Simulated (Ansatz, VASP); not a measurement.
## Hf2S: VASP beside Ansatz

```
Hf S
1.0
     3.29633    0.00000    0.00000
    -1.64817    2.85471    0.00000
     0.00000    0.00000   12.01416
Hf S
4 2
Direct
  0.66667 0.33333 0.89862
  0.33333 0.66667 0.39862
  0.66667 0.33333 0.60138
  0.33333 0.66667 0.10138
  0.00000 0.00000 0.75000
  0.00000 0.00000 0.25000
```

Change from the starting cell: strain -0.015 along x and y, +0.030 along z, atoms carried along.

Alike in both runs: task single point; functional PBEsol; k mesh 18 × 18 × 4; occupations gaussian, width 0.15 eV; no spin polarisation.

|  | VASP | Ansatz |
| --- | --- | --- |
| version | VASP 6.6.1 | Ansatz 0.2.0 |
| potentials or method | VASP PAW PBE potentials, release 64 (Hf_pv, S), cutoff 520 eV | scalar-relativistic, plane waves, PAW |
| valence electrons in the cell | 52 | 116 |

|  | VASP | Ansatz | Ansatz less VASP |
| --- | --- | --- | --- |
| gap on the k mesh at the Fermi level (eV) | none | none | - |
| pressure (GPa) | -1.1 | -0.6 | +0.46 |
| traceless stress, the component that is largest in VASP (GPa) | -4.65 | -4.65 | 0.000 |
| rms of the force components (eV/Å) | 0.058 | 0.062 | +0.0040 |

VASP's potentials were made for PBE, not for PBEsol. Atom by atom the forces differ by 0.004 eV/Å (rms over components). A gap of «none» marks a metal or a gap that the smearing closes. The functional is the same, so the differences come from potentials, cutoffs and numerics. VASP's potentials hold 52 valence electrons a cell and Ansatz's 116, so a difference there can come from the potentials and not from the codes.

Neither program's run includes spin-orbit coupling.
